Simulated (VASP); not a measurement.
# Si2Ni (Fm-3m) in VASP: a series of runs

Si2Ni is run at these levels: PBE; tasks: single point.

All numbers are computed with VASP 6.6.1; they aren't measurements. Logs are shortened: lines on timing, memory, paths and dates and some standing lists are left out, and cuts for length are marked.

## (1) The cell of the first run

Symmetry: Fm-3m, No. 225, cubic system. The conventional cell has a = 5.406 Å, b = 5.406 Å, c = 5.406 Å, α = 90.00°, β = 90.00°, γ = 90.00°. Ni (site symmetry m-3m) has 8 Si at 2.34 Å within 3.1 Å. Si (site symmetry -43m) has 4 Ni at 2.34 Å and 6 Si at 2.70 Å within 3.1 Å.

## (2) Single point, PBE, collinear spin, ferromagnetic start

Input file INCAR:

```
ALGO = Normal ; EDIFF = 1E-7
ENCUT = 520 ; GGA = PE
ISIF = 2 ; ISMEAR = 0
ISPIN = 2 ; LASPH = T
LCHARG = T ; LELF = T
LMAXMIX = 4 ; LORBIT = 11
LREAL = F ; LVHAR = T
LWAVE = F ; MAGMOM = 1 0 0
NBANDS = 20 ; NELM = 150
PREC = Accurate ; SIGMA = 0.017
```

Input file KPOINTS:

```
k-points
0
Gamma
  9 9 9
```

Input file POSCAR:

```
Si2Ni
1.0
    0.0000000000      2.7030000000      2.7030000000
    2.7030000000      0.0000000000      2.7030000000
    2.7030000000      2.7030000000      0.0000000000
Ni Si
1 2
Direct
    0.0000000000      0.0000000000      0.0000000000
    0.7500000000      0.7500000000      0.7500000000
    0.2500000000      0.2500000000      0.2500000000
```

Potentials or basis: VASP PAW PBE potentials, release 64 (Ni, Si).

Run with:

```
$ cat potpaw_PBE.64/Ni/POTCAR potpaw_PBE.64/Si/POTCAR > POTCAR
$ mpirun -np 1 vasp_std > vasp.out
```

OUTCAR:

```text
EDIFF = 1E-7
   ENCUT = 520
   GGA = PE
   ISIF = 2
   ISMEAR = 0
   ISPIN = 2
   LASPH = T
   LORBIT = 11
   LREAL = F
   NELM = 150
   PREC = Accurate

 ion  position               nearest neighbor table
   1  0.000  0.000  0.000-   2 2.34   2 2.34   3 2.34   3 2.34   2 2.34   2 2.34   3 2.34   3 2.34

   2  0.750  0.750  0.750-   1 2.34   1 2.34   1 2.34   1 2.34   3 2.70   3 2.70   3 2.70   3 2.70
                             3 2.70   3 2.70
   3  0.250  0.250  0.250-   1 2.34   1 2.34   1 2.34   1 2.34   2 2.70   2 2.70   2 2.70   2 2.70
                             2 2.70   2 2.70

  LATTYP: Found a face centered cubic cell.
 ALAT       =     5.4060000000

  Lattice vectors:

 A1 = (   0.0000000000,   2.7030000000,   2.7030000000)
 A2 = (   2.7030000000,   0.0000000000,   2.7030000000)
 A3 = (   2.7030000000,   2.7030000000,   0.0000000000)

Analysis of symmetry for initial positions (statically):
=====================================================================
 Subroutine PRICEL returns:
 Original cell was already a primitive cell.

 Routine SETGRP: Setting up the symmetry group for a
 face centered cubic supercell.

 Subroutine GETGRP returns: Found 48 space group operations
 (whereof 48 operations were pure point group operations)
 out of a pool of 48 trial point group operations.

The static configuration has the point symmetry O_h .

Analysis of symmetry for dynamics (positions and initial velocities):
=====================================================================
 Subroutine PRICEL returns:
 Original cell was already a primitive cell.

 Routine SETGRP: Setting up the symmetry group for a
 face centered cubic supercell.

 Subroutine GETGRP returns: Found 48 space group operations
 (whereof 48 operations were pure point group operations)
 out of a pool of 48 trial point group operations.

The dynamic configuration has the point symmetry O_h .

Analysis of structural, dynamic, and magnetic symmetry:
=====================================================================
 Subroutine PRICEL returns:
 Original cell was already a primitive cell.

 Routine SETGRP: Setting up the symmetry group for a
 face centered cubic supercell.

 Subroutine GETGRP returns: Found 48 space group operations
 (whereof 48 operations were pure point group operations)
 out of a pool of 48 trial point group operations.

The overall configuration has the point symmetry O_h .

 Subroutine INISYM returns: Found 48 space group operations
 (whereof 48 operations are pure point group operations),
 and found     1 'primitive' translations

----------------------------------------------------------------------------------------

                                     Primitive cell

  volume of cell :      39.4974

  direct lattice vectors                    reciprocal lattice vectors
     0.000000000  2.703000000  2.703000000    -0.184979652  0.184979652  0.184979652
     2.703000000  0.000000000  2.703000000     0.184979652 -0.184979652  0.184979652
     2.703000000  2.703000000  0.000000000     0.184979652  0.184979652 -0.184979652

  length of vectors
     3.822619259  3.822619259  3.822619259     0.320394156  0.320394156  0.320394156

  position of ions in fractional coordinates (direct lattice)
     0.000000000  0.000000000  0.000000000
     0.750000000  0.750000000  0.750000000
     0.250000000  0.250000000  0.250000000

  ion indices of the primitive-cell ions
   primitive index   ion index
                 1           1
                 2           2
                 3           3

----------------------------------------------------------------------------------------

 KPOINTS: k-points

Automatic generation of k-mesh.
 Grid dimensions read from file:
 generate k-points for:    9    9    9

 Generating k-lattice:

  Cartesian coordinates                     Fractional coordinates (reciprocal lattice)
    -0.020553295  0.020553295  0.020553295     0.111111111  0.000000000  0.000000000
     0.020553295 -0.020553295  0.020553295     0.000000000  0.111111111  0.000000000
     0.020553295  0.020553295 -0.020553295     0.000000000  0.000000000  0.111111111

  Length of vectors
     0.035599351  0.035599351  0.035599351

  Shift w.r.t. Gamma in fractional coordinates (k-lattice)
     0.000000000  0.000000000  0.000000000

 Subroutine IBZKPT returns following result:
 ===========================================

 Found     35 irreducible k-points:

 Following reciprocal coordinates:
            Coordinates               Weight
  0.000000  0.000000  0.000000      1.000000
  0.111111  0.000000  0.000000      8.000000
  0.222222  0.000000  0.000000      8.000000
  0.333333  0.000000  0.000000      8.000000
  0.444444  0.000000  0.000000      8.000000
  0.111111  0.111111  0.000000      6.000000
[... 16 lines left out ...]
 -0.333333  0.333333  0.000000     12.000000
  0.444444  0.444444  0.000000      6.000000
 [... further k-points ...]
   k-points           NKPTS =     35   k-points in BZ     NKDIM =     35   number of bands    NBANDS=     20
   number of dos      NEDOS =    301   number of ions     NIONS =      3
   total plane-waves  NPLWV =  21952
   dimension x,y,z NGX =    28 NGY =   28 NGZ =   28
   dimension x,y,z NGXF=    56 NGYF=   56 NGZF=   56
   ions per type =               1   2
   NGX,Y,Z   is equivalent  to a cutoff of  12.18, 12.18, 12.18 a.u.
   NGXF,Y,Z  is equivalent  to a cutoff of  24.35, 24.35, 24.35 a.u.
 SYSTEM =  unknown system
   PREC   = accura    normal or accurate (medium, high low for compatibility)
   ISTART =      0    job   : 0-new  1-cont  2-samecut
   ICHARG =      2    charge: 1-file 2-atom 10-const
   ISPIN  =      2    spin polarized calculation?
   LNONCOLLINEAR =      F non collinear calculations
   LSORBIT =      F    spin-orbit coupling
   LASPH  =      T    aspherical Exc in radial PAW
   ENCUT  =  520.0 eV  38.22 Ry    6.18 a.u.   7.11  7.11  7.11*2*pi/ulx,y,z
   NELM   =    150;   NELMIN=  2; NELMDL= -5     # of ELM steps
   EDIFF  = 0.1E-06   stopping-criterion for ELM
   LREAL  =      F    real-space projection
   EDIFFG = 0.1E-05   stopping-criterion for IOM
   NSW    =      0    number of steps for IOM
   IBRION =     -1    ionic relax: 0-MD 1-quasi-New 2-CG
   NFREE  =      0    steps in history (QN), initial steepest desc. (CG)
   ISIF   =      2    stress and relaxation
   ISYM   =      2    0-nonsym 1-usesym 2-fastsym
   POTIM  = 0.5000    time-step for ionic-motion
   TEBEG  =    0.0;   TEEND  =   0.0 temperature during run
   PSTRESS=    0.0 pullay stress
   NELECT =      18.0000    total number of electrons
   NUPDOWN=      -1.0000    fix difference up-down
   EMIN   =  10.00;   EMAX   =-10.00  energy-range for DOS
   EFERMI =   0.00;   METHOD = LEGACY
   ISMEAR =     0;   SIGMA  =   0.02  broadening in eV -4-tet -1-fermi 0-gaus
   EFERMI_NEDOS =   21; number of points for ismear=-14 and -15
   IALGO  =     38    algorithm
   IMIX   =      4    mixing-type and parameters
     AMIX     =   0.40;   BMIX     =  1.00
     AMIX_MAG =   1.60;   BMIX_MAG =  1.00
  volume/ion in A,a.u.               =      13.17        88.85
  Fermi-wavevector in a.u.,A,eV,Ry     =   1.259823  2.380721 21.594550  1.587155
  Thomas-Fermi vector in A             =   2.393364
   LORBIT       =     11    0 simple, 1 ext, 2 COOP (PROOUT), +10 PAW based schemes
   GGA     = PE    functional components
   LHFCALC =     F    Hartree Fock is set to
   AEXX    =    0.0000 exact exchange contribution
   IVDW    =     0    specifies the selected vdW correction
   LEPSILON=     F    determine dielectric tensor
   LRPA    =     F    only Hartree local field effects (RPA)
 spin polarized calculation
 Gauss-broadening in eV      SIGMA  =   0.02
  energy-cutoff  :      520.00
  volume of cell :       39.50
 maximum number of plane-waves:      1073
   NGX = 15   NGY = 15   NGZ = 15

 number of electron      17.9999999 magnetization       0.0000922

 number of electron      17.9999999 magnetization      -0.0000508

 Free energy of the ion-electron system (eV)
  ---------------------------------------------------
  ext. energy  EPLUGINS =         0.00000000
  ---------------------------------------------------
  free energy    TOTEN  =       -17.36096804 eV

  energy without entropy =      -17.36078893  energy(sigma->0) =      -17.36087849

 E-fermi :  10.5248     XC(G=0): -11.5862

 val. band max:       10.4129713101   @ k =   0.3333   0.2222   0.0000
 cond. band min:      10.5317922580   @ k =   0.1111   0.1111   0.0000
 fundamental gap:      0.1188209479
 Fermi energy:        10.5247711089

 spin component 1

 k-point     1 :       0.0000    0.0000    0.0000
  band No.  band energies     occupation
      1      -3.3982      1.00000
      2       5.2547      1.00000
      3       5.2547      1.00000
      4       5.2547      1.00000
      5       6.9475      1.00000
      6       6.9475      1.00000
[... 12 lines left out ...]
     19      19.6254      0.00000
     20      23.3458      0.00000

 k-point     2 :       0.1111    0.0000    0.0000
  band No.  band energies     occupation
      1      -3.2152      1.00000
      2       4.8846      1.00000
      3       5.3122      1.00000
      4       5.3122      1.00000
      5       6.9149      1.00000
      6       6.9149      1.00000
[... 12 lines left out ...]
     19      20.4465      0.00000
     20      23.9453      0.00000
[... 465 lines left out ...]
      3       3.4486      1.00000
      4       5.6903      1.00000
      5       6.1307      1.00000
      6       6.5189      1.00000
[... 12 lines left out ...]
     19      25.3224      0.00000
     20      26.1496      0.00000

 k-point    24 :       0.4444    0.4444    0.0000
  band No.  band energies     occupation
      1       0.1832      1.00000
      2       2.9023      1.00000
      3       3.1934      1.00000
      4       5.8529      1.00000
      5       5.8529      1.00000
      6       6.9985      1.00000
[... 12 lines left out ...]
     19      24.2225      0.00000
     20      24.2225      0.00000

 [... further k-points ...]

 spin component 2

 k-point     1 :       0.0000    0.0000    0.0000
  band No.  band energies     occupation
      1      -3.3982      1.00000
      2       5.2546      1.00000
      3       5.2546      1.00000
      4       5.2546      1.00000
      5       6.9475      1.00000
      6       6.9475      1.00000
[... 12 lines left out ...]
     19      19.6255      0.00000
     20      23.3459      0.00000

 k-point     2 :       0.1111    0.0000    0.0000
  band No.  band energies     occupation
      1      -3.2153      1.00000
      2       4.8846      1.00000
      3       5.3122      1.00000
      4       5.3122      1.00000
      5       6.9149      1.00000
      6       6.9149      1.00000
[... 12 lines left out ...]
     19      20.4466      0.00000
     20      23.9453      0.00000
[... 465 lines left out ...]
      3       3.4486      1.00000
      4       5.6903      1.00000
      5       6.1307      1.00000
      6       6.5188      1.00000
[... 12 lines left out ...]
     19      25.3223      0.00000
     20      26.1481      0.00000

 k-point    24 :       0.4444    0.4444    0.0000
  band No.  band energies     occupation
      1       0.1831      1.00000
      2       2.9023      1.00000
      3       3.1934      1.00000
      4       5.8529      1.00000
      5       5.8529      1.00000
      6       6.9985      1.00000
[... 12 lines left out ...]
     19      24.2225      0.00000
     20      24.2225      0.00000

 [... further k-points ...]
[... 5 lines left out ...]
  --------------------------------------------------------------------------------------
  -------------------------------------------------------------------------------------
  Total        0.9466128      0.9466128      0.9466128      0.0000000      0.0000000      0.0000000
  in kB       38.3985514     38.3985514     38.3985514      0.0000000      0.0000000      0.0000000
  external PRESSURE =      38.3985514 kB  Pullay stress =       0.0000000 kB

 VOLUME and BASIS-vectors are now :
 -----------------------------------------------------------------------------
  energy-cutoff  :      520.00
  volume of cell :       39.50
      direct lattice vectors                 reciprocal lattice vectors
     0.000000000  2.703000000  2.703000000    -0.184979652  0.184979652  0.184979652
     2.703000000  0.000000000  2.703000000     0.184979652 -0.184979652  0.184979652
     2.703000000  2.703000000  0.000000000     0.184979652  0.184979652 -0.184979652

 POSITION                                       TOTAL-FORCE (eV/Angst)
 -----------------------------------------------------------------------------------
      0.00000      0.00000      0.00000        -0.000000      0.000000     -0.000000
      4.05450      4.05450      4.05450        -0.000000     -0.000000     -0.000000
      1.35150      1.35150      1.35150         0.000000     -0.000000      0.000000
 -----------------------------------------------------------------------------------
    total drift:                               -0.000000     -0.000000      0.000000

  FREE ENERGIE OF THE ION-ELECTRON SYSTEM (eV)
  ---------------------------------------------------
  free  energy   TOTEN  =       -17.3609680445 eV

  energy  without entropy=      -17.3607889304  energy(sigma->0) =      -17.36087849

 total charge

# of ion       s       p       d       tot
------------------------------------------
    1        0.560   0.795   8.452   9.807
    2        0.747   0.842   0.000   1.589
    3        0.747   0.842   0.000   1.589
--------------------------------------------------
tot          2.054   2.479   8.452  12.985

 magnetization (x)

# of ion       s       p       d       tot
------------------------------------------
    1       -0.000  -0.000  -0.000  -0.000
    2        0.000  -0.000   0.000   0.000
    3        0.000  -0.000   0.000   0.000
--------------------------------------------------
tot          0.000  -0.000  -0.000  -0.000
```

Run time: 31 s. Hardware: 1 thread of AMD EPYC 9R45 (Zen 5), shared host; peak memory 0.16 GiB.

What came out:

```
Free energy                                           : -17.3610 eV
Pressure                                              : 3.8 GPa
Band gap on the k mesh                                : zero (filled and empty bands overlap)
Net moment                                            : 0.00 μB per cell
Valence electrons inside the program's atomic spheres : Ni 9.81; Si 1.59
```

Levels at points of the mesh, in eV from the Fermi level:
Spin up:
| k point | band 5 | band 6 | band 7 | band 8 | band 9 | band 10 | band 11 | band 12 | band 13 | band 14 |
| --- | --- | --- | --- | --- | --- | --- | --- | --- | --- | --- |
| (0.00, 0.00, 0.00) | -3.58 | -3.58 | -0.37 | 1.63 | 1.63 | 1.63 | 2.21 | 2.21 | 2.21 | 4.66 |
Spin down:
| k point | band 6 | band 7 | band 8 | band 9 | band 10 | band 11 | band 12 | band 13 |
| --- | --- | --- | --- | --- | --- | --- | --- | --- |
| (0.00, 0.00, 0.00) | -3.58 | -0.37 | 1.63 | 1.63 | 1.63 | 2.21 | 2.21 | 2.21 |

Caveat: the cell stands under pressure.

## (3) Single point, PBE, collinear spin, ferromagnetic start

Input file INCAR:

```
SYSTEM = Si2Ni
ALGO = Normal
EDIFF = 1E-6
ENCUT = 520
GGA = PE
ISIF = 2
ISMEAR = 0
ISPIN = 2
LASPH = .True.
LCHARG = .False.
LMAXMIX = 4
LORBIT = 11
LREAL = .False.
LWAVE = .False.
MAGMOM = 1 0 0
NBANDS = 20
NELM = 150
PREC = Accurate
SIGMA = 0.019000000000000003
```

Input file KPOINTS:

```
k-points
0
Gamma
  9 9 9
  0 0 0
```

POSCAR is that of step 2.

Potentials or basis: VASP PAW PBE potentials, release 64 (Ni, Si).

Run with:

```
$ cat potpaw_PBE.64/Ni/POTCAR potpaw_PBE.64/Si/POTCAR > POTCAR
$ mpirun -np 1 vasp_std > vasp.out
```

Run time: 29 s. Hardware: 1 thread of AMD EPYC 9R45 (Zen 5), shared host; peak memory 0.16 GiB.

Results (log left out):

* Free energy: -17.3610 eV
* Pressure: 3.8 GPa
* Band gap on the k mesh: zero (filled and empty bands overlap)
* Net moment: 0.00 μB per cell
* Valence electrons inside the program's atomic spheres: Ni 9.81; Si 1.59

Levels at points of the mesh, in eV from the Fermi level:
Spin up:
| k point | band 6 | band 7 | band 8 | band 9 | band 10 | band 11 | band 12 | band 13 |
| --- | --- | --- | --- | --- | --- | --- | --- | --- |
| (0.00, 0.00, 0.00) | -3.58 | -0.37 | 1.63 | 1.63 | 1.63 | 2.21 | 2.21 | 2.21 |
Spin down:
```csv
k point,band 7,band 8,band 9,band 10,band 11,band 12
"(0.00, 0.00, 0.00)",-0.37,1.63,1.63,1.63,2.21,2.21
```

Caveat: the cell stands under pressure.

(Continued in part 2 of 2.)
